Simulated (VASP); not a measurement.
# Pb (P6_3/mmc) in VASP: a series of runs

Runs on Pb. Level: r2SCAN. Tasks: single point, relaxation of shape and atoms at fixed volume.

All numbers are computed with VASP 6.6.1; they aren't measurements. Logs are shortened: lines on timing, memory, paths and dates and some standing lists are left out, and cuts for length are marked.

### Step 1. The cell of the first run

The structure is hexagonal, space group P6_3/mmc (No. 194). Conventional cell: a = 3.480 Å, b = 3.480 Å, c = 5.590 Å, α = 90.00°, β = 90.00°, γ = 120.00°. Within 4.5 Å of Pb (site symmetry -6m2) lie 12 Pb at 3.44 to 3.48 Å.

This isn't the form of Pb at room conditions, which is fcc.

### Step 2. Single point, r2SCAN

Input file POSCAR:

```
Pb
1.0
    3.4800000000      0.0000000000      0.0000000000
   -1.7400000000      3.0137684052      0.0000000000
    0.0000000000      0.0000000000      5.5900000000
Pb
2
Direct
    0.3333333333      0.6666666667      0.2500000000
    0.6666666667      0.3333333333      0.7500000000
```

Input file INCAR.step1:

```
SYSTEM = Pb
ALGO = Normal
EDIFF = 1E-4
ENCUT = 520
GGA = PE
ISMEAR = 0
LASPH = .True.
LCHARG = .False.
LREAL = .False.
LWAVE = .True.
NBANDS = 21
NELM = 100
PREC = Accurate
SIGMA = 0.1
```

Input file INCAR.step2:

```
SYSTEM = Pb
ALGO = Normal
EDIFF = 1E-7
ENCUT = 520
ISIF = 2
ISMEAR = 0
ISTART = 1
LASPH = .True.
LCHARG = .True.
LELF = .True.
LMIXTAU = .True.
LREAL = .False.
LVHAR = .True.
LWAVE = .False.
METAGGA = R2SCAN
NBANDS = 21
NELM = 100
PREC = Accurate
SIGMA = 0.1
```

Input file KPOINTS:

```
k-points
0
Gamma
  6 6 4
  0 0 0
```

Potentials or basis: VASP PAW PBE potentials, release 64 (Pb_d).

The run is started by

```sh
> cat potpaw_PBE.64/Pb_d/POTCAR > POTCAR
> cp INCAR.step1 INCAR
> mpirun -np 1 vasp_std > vasp.out
> cp INCAR.step2 INCAR
> mpirun -np 1 vasp_std > vasp.out
```

OUTCAR:

```text
SYSTEM = Pb
   EDIFF = 1E-7
   ENCUT = 520
   ISIF = 2
   ISMEAR = 0
   ISTART = 1
   LASPH = .True.
   LREAL = .False.
   METAGGA = R2SCAN
   NELM = 100
   PREC = Accurate

 ion  position               nearest neighbor table
   1  0.333  0.667  0.250-   2 3.44   2 3.44   2 3.44   2 3.44   2 3.44   2 3.44
   2  0.667  0.333  0.750-   1 3.44   1 3.44   1 3.44   1 3.44   1 3.44   1 3.44

  LATTYP: Found a hexagonal cell.
 ALAT       =     3.4800000000
 C/A-ratio  =     1.6063218391

  Lattice vectors:

 A1 = (   3.4800000000,   0.0000000000,   0.0000000000)
 A2 = (  -1.7400000000,   3.0137684052,   0.0000000000)
 A3 = (   0.0000000000,   0.0000000000,   5.5900000000)

Analysis of symmetry for initial positions (statically):
=====================================================================
 Subroutine PRICEL returns:
 Original cell was already a primitive cell.

 Routine SETGRP: Setting up the symmetry group for a
 hexagonal supercell.

 Subroutine GETGRP returns: Found 24 space group operations
 (whereof 12 operations were pure point group operations)
 out of a pool of 24 trial point group operations.

The static configuration has the point symmetry D_3d.
 The point group associated with its full space group is D_6h.

Analysis of symmetry for dynamics (positions and initial velocities):
=====================================================================
 Subroutine PRICEL returns:
 Original cell was already a primitive cell.

 Routine SETGRP: Setting up the symmetry group for a
 hexagonal supercell.

 Subroutine GETGRP returns: Found 24 space group operations
 (whereof 12 operations were pure point group operations)
 out of a pool of 24 trial point group operations.

The dynamic configuration has the point symmetry D_3d.
 The point group associated with its full space group is D_6h.

 Subroutine INISYM returns: Found 24 space group operations
 (whereof 12 operations are pure point group operations),
 and found     1 'primitive' translations

----------------------------------------------------------------------------------------

                                     Primitive cell

  volume of cell :      58.6274

  direct lattice vectors                    reciprocal lattice vectors
     3.480000000  0.000000000  0.000000000     0.287356322  0.165905250  0.000000000
    -1.740000000  3.013768405  0.000000000     0.000000000  0.331810500  0.000000000
     0.000000000  0.000000000  5.590000000     0.000000000  0.000000000  0.178890877

  length of vectors
     3.480000000  3.480000000  5.590000000     0.331810500  0.331810500  0.178890877

  position of ions in fractional coordinates (direct lattice)
     0.333333333  0.666666667  0.250000000
     0.666666667  0.333333333  0.750000000

  ion indices of the primitive-cell ions
   primitive index   ion index
                 1           1
                 2           2

----------------------------------------------------------------------------------------

 KPOINTS: k-points

Automatic generation of k-mesh.
 Grid dimensions read from file:
 generate k-points for:    6    6    4

 Generating k-lattice:

  Cartesian coordinates                     Fractional coordinates (reciprocal lattice)
     0.047892720  0.027650875  0.000000000     0.166666667 -0.000000000  0.000000000
     0.000000000  0.055301750  0.000000000     0.000000000  0.166666667  0.000000000
     0.000000000  0.000000000  0.044722719     0.000000000  0.000000000  0.250000000

  Length of vectors
     0.055301750  0.055301750  0.044722719

  Shift w.r.t. Gamma in fractional coordinates (k-lattice)
     0.000000000  0.000000000  0.000000000

 Subroutine IBZKPT returns following result:
 ===========================================

 Found     21 irreducible k-points:

 Following reciprocal coordinates:
            Coordinates               Weight
  0.000000  0.000000  0.000000      1.000000
  0.166667  0.000000  0.000000      6.000000
  0.333333  0.000000  0.000000      6.000000
  0.500000  0.000000  0.000000      3.000000
  0.166667  0.166667  0.000000      6.000000
  0.333333  0.166667  0.000000     12.000000
[... 13 lines left out ...]
  0.333333  0.166667  0.500000     12.000000
  0.333333  0.333333  0.500000      2.000000
   k-points           NKPTS =     21   k-points in BZ     NKDIM =     21   number of bands    NBANDS=     21
   number of dos      NEDOS =    301   number of ions     NIONS =      2
   total plane-waves  NPLWV =  32928
   dimension x,y,z NGX =    28 NGY =   28 NGZ =   42
   dimension x,y,z NGXF=    56 NGYF=   56 NGZF=   84
   ions per type =               2
   NGX,Y,Z   is equivalent  to a cutoff of  13.38, 13.38, 12.49 a.u.
   NGXF,Y,Z  is equivalent  to a cutoff of  26.75, 26.75, 24.98 a.u.
 SYSTEM =  Pb
   PREC   = accura    normal or accurate (medium, high low for compatibility)
   ISTART =      1    job   : 0-new  1-cont  2-samecut
   ICHARG =      0    charge: 1-file 2-atom 10-const
   ISPIN  =      1    spin polarized calculation?
   LNONCOLLINEAR =      F non collinear calculations
   LSORBIT =      F    spin-orbit coupling
   LASPH  =      T    aspherical Exc in radial PAW
   ENCUT  =  520.0 eV  38.22 Ry    6.18 a.u.   6.47  6.47 10.39*2*pi/ulx,y,z
   NELM   =    100;   NELMIN=  2; NELMDL=  0     # of ELM steps
   EDIFF  = 0.1E-06   stopping-criterion for ELM
   LREAL  =      F    real-space projection
   EDIFFG = 0.1E-05   stopping-criterion for IOM
   NSW    =      0    number of steps for IOM
   IBRION =     -1    ionic relax: 0-MD 1-quasi-New 2-CG
   NFREE  =      0    steps in history (QN), initial steepest desc. (CG)
   ISIF   =      2    stress and relaxation
   ISYM   =      2    0-nonsym 1-usesym 2-fastsym
   POTIM  = 0.5000    time-step for ionic-motion
   TEBEG  =    0.0;   TEEND  =   0.0 temperature during run
   PSTRESS=    0.0 pullay stress
   NELECT =      28.0000    total number of electrons
   NUPDOWN=      -1.0000    fix difference up-down
   EMIN   =  10.00;   EMAX   =-10.00  energy-range for DOS
   EFERMI =   0.00;   METHOD = LEGACY
   ISMEAR =     0;   SIGMA  =   0.10  broadening in eV -4-tet -1-fermi 0-gaus
   EFERMI_NEDOS =   21; number of points for ismear=-14 and -15
   IALGO  =     38    algorithm
   IMIX   =      4    mixing-type and parameters
     AMIX     =   0.40;   BMIX     =  1.00
     AMIX_MAG =   1.60;   BMIX_MAG =  1.00
  volume/ion in A,a.u.               =      29.31       197.82
  Fermi-wavevector in a.u.,A,eV,Ry     =   1.279658  2.418203 22.279870  1.637524
  Thomas-Fermi vector in A             =   2.412131
   LORBIT       =      0    0 simple, 1 ext, 2 COOP (PROOUT), +10 PAW based schemes
   METAGGA = R2SCAN    functional components
   LHFCALC =     F    Hartree Fock is set to
   AEXX    =    0.0000 exact exchange contribution
   IVDW    =     0    specifies the selected vdW correction
   LEPSILON=     F    determine dielectric tensor
   LRPA    =     F    only Hartree local field effects (RPA)
 non-spin polarized calculation
 Gauss-broadening in eV      SIGMA  =   0.10
  energy-cutoff  :      520.00
  volume of cell :       58.63
 maximum number of plane-waves:      1592
 NGX is ok and might be reduce to    28
   NGX = 13   NGY = 13   NGZ = 21

 number of electron      28.0000005 magnetization

 Free energy of the ion-electron system (eV)
  ---------------------------------------------------
  ext. energy  EPLUGINS =         0.00000000
  ---------------------------------------------------
  free energy    TOTEN  =      -112.41623922 eV

  energy without entropy =     -112.40249312  energy(sigma->0) =     -112.40936617

 E-fermi :   7.5661     XC(G=0): -11.1043

 val. band max:        7.5194955671   @ k =   0.3333   0.1667   0.2500
 cond. band min:       7.6348143571   @ k =   0.3333   0.0000   0.2500
 fundamental gap:      0.1153187901
 Fermi energy:         7.5660774862

 k-point     1 :       0.0000    0.0000    0.0000
  band No.  band energies     occupation
      1     -10.1807      2.00000
      2     -10.1272      2.00000
      3     -10.1134      2.00000
      4     -10.1134      2.00000
      5     -10.0871      2.00000
      6     -10.0871      2.00000
[... 13 lines left out ...]
     20      17.3615      0.00000
     21      19.8666      0.00000

 k-point     2 :       0.1667    0.0000    0.0000
  band No.  band energies     occupation
      1     -10.1966      2.00000
      2     -10.1248      2.00000
      3     -10.0860      2.00000
      4     -10.0770      2.00000
      5     -10.0695      2.00000
      6     -10.0447      2.00000
[... 13 lines left out ...]
     20      18.4225      0.00000
     21      18.9862      0.00000

 k-point     3 :       0.3333    0.0000    0.0000
  band No.  band energies     occupation
      1     -10.2739      2.00000
      2     -10.1574      2.00000
      3     -10.1311      2.00000
      4     -10.1164      2.00000
      5     -10.0209      2.00000
      6      -9.9570      2.00000
[... 13 lines left out ...]
     20      17.0724      0.00000
     21      18.7901      0.00000

 k-point     4 :       0.5000    0.0000    0.0000
  band No.  band energies     occupation
      1     -10.3105      2.00000
      2     -10.2026      2.00000
      3     -10.1487      2.00000
      4     -10.1379      2.00000
      5      -9.9883      2.00000
      6      -9.9805      2.00000
[... 13 lines left out ...]
     20      16.5569      0.00000
     21      18.5680      0.00000

 k-point     5 :       0.1667    0.1667    0.0000
  band No.  band energies     occupation
      1     -10.1720      2.00000
      2     -10.1680      2.00000
      3     -10.1404      2.00000
      4     -10.0994      2.00000
      5     -10.0349      2.00000
      6     -10.0039      2.00000
[... 13 lines left out ...]
     20      17.7180      0.00000
     21      18.4893      0.00000
[... 310 lines left out ...]
     20      15.1386      0.00000
     21      16.6497      0.00000

 k-point    19 :       0.1667    0.1667    0.5000
  band No.  band energies     occupation
      1     -10.1841      2.00000
      2     -10.1841      2.00000
      3     -10.1006      2.00000
      4     -10.1006      2.00000
      5     -10.0192      2.00000
      6     -10.0192      2.00000
[... 13 lines left out ...]
     20      17.8766      0.00000
     21      19.9944      0.00000

 k-point    20 :       0.3333    0.1667    0.5000
  band No.  band energies     occupation
      1     -10.1992      2.00000
      2     -10.1992      2.00000
      3     -10.1203      2.00000
      4     -10.1203      2.00000
      5     -10.0058      2.00000
      6     -10.0058      2.00000
[... 13 lines left out ...]
     20      17.1079      0.00000
     21      18.2282      0.00000

 k-point    21 :       0.3333    0.3333    0.5000
  band No.  band energies     occupation
      1     -10.1841      2.00000
      2     -10.1841      2.00000
      3     -10.0477      2.00000
      4     -10.0477      2.00000
      5      -9.9841      2.00000
      6      -9.9841      2.00000
[... 13 lines left out ...]
     20      17.4514      0.00000
     21      17.4876      0.00000

------------------------ aborting loop because EDIFF is reached ----------------------------------------

  FORCE on cell =-STRESS in cart. coord.  units (eV):
  Direction    XX          YY          ZZ          XY          YZ          ZX
  --------------------------------------------------------------------------------------
  -------------------------------------------------------------------------------------
  Total        1.4653155      1.4653155      0.7000633      0.0000000      0.0000000      0.0000000
  in kB       40.0443084     40.0443084     19.1314090      0.0000000      0.0000000      0.0000000
  external PRESSURE =      33.0733419 kB  Pullay stress =       0.0000000 kB

 VOLUME and BASIS-vectors are now :
 -----------------------------------------------------------------------------
  energy-cutoff  :      520.00
  volume of cell :       58.63
      direct lattice vectors                 reciprocal lattice vectors
     3.480000000  0.000000000  0.000000000     0.287356322  0.165905250  0.000000000
    -1.740000000  3.013768405  0.000000000     0.000000000  0.331810500  0.000000000
     0.000000000  0.000000000  5.590000000     0.000000000  0.000000000  0.178890877

 POSITION                                       TOTAL-FORCE (eV/Angst)
 -----------------------------------------------------------------------------------
     -0.00000      2.00918      1.39750        -0.000000     -0.000000      0.000000
      1.74000      1.00459      4.19250         0.000000      0.000000      0.000000
 -----------------------------------------------------------------------------------
    total drift:                               -0.000000      0.000000      0.000000

  FREE ENERGIE OF THE ION-ELECTRON SYSTEM (eV)
  ---------------------------------------------------
  free  energy   TOTEN  =      -112.4162392227 eV

  energy  without entropy=     -112.4024931177  energy(sigma->0) =     -112.40936617
```

Run time: 64 s. Hardware: 1 thread of Intel Xeon 6975P-C (Granite Rapids), shared host; peak memory 0.19 GiB.

What came out:

| Quantity | Value |
| --- | --- |
| Free energy | -112.4162 eV |
| Pressure | 3.3 GPa |
| Band gap on the k mesh | zero (bands 14 and 15 overlap by 7.75 eV) |

Caveat: the cell stands under pressure; the PAW data sets were made with another functional, which shifts forces and pressure a little; spin-orbit coupling is left out, which moves the levels of the heavy elements.

(Part 1 of 3 ends here.)
